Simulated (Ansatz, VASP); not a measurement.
# One calculation of CdS, two programs

```xyz
2
Lattice="0.0000 2.7268 2.6450 2.7268 0.0000 2.6450 2.7268 2.7268 0.0000" Properties=species:S:1:pos:R:3 pbc="T T T"
Cd    0.0000    0.0000    0.0000
S     2.7268    2.7268    2.6450
```

Change from the starting cell: uniaxial_z strain -3.0%.

Alike in both runs: task single point; functional r2SCAN; k mesh 8 × 8 × 8; occupations fermi-dirac, width 0.02 eV; no spin polarisation.

|  | VASP | Ansatz |
| --- | --- | --- |
| version | VASP 6.6.1 | Ansatz 0.2.0 |
| potentials or method | VASP PAW PBE potentials, release 64 (Cd, S) | plane waves, PAW |
| plane-wave cutoff (eV) | 520 | 500 |
| valence electrons in the cell | 18 | 26 |

|  | VASP | Ansatz | Ansatz less VASP |
| --- | --- | --- | --- |
| pressure (GPa) | 3.4 | 2.9 | -0.55 |
| traceless stress, the component that is largest in VASP (GPa) | 2.18 | 2.09 | -0.091 |

VASP's potentials were made for PBE, not for r2SCAN. The functional is the same, so the differences come from potentials, cutoffs and numerics. VASP's potentials hold 18 valence electrons a cell and Ansatz's 26, so a difference there can come from the potentials and not from the codes.
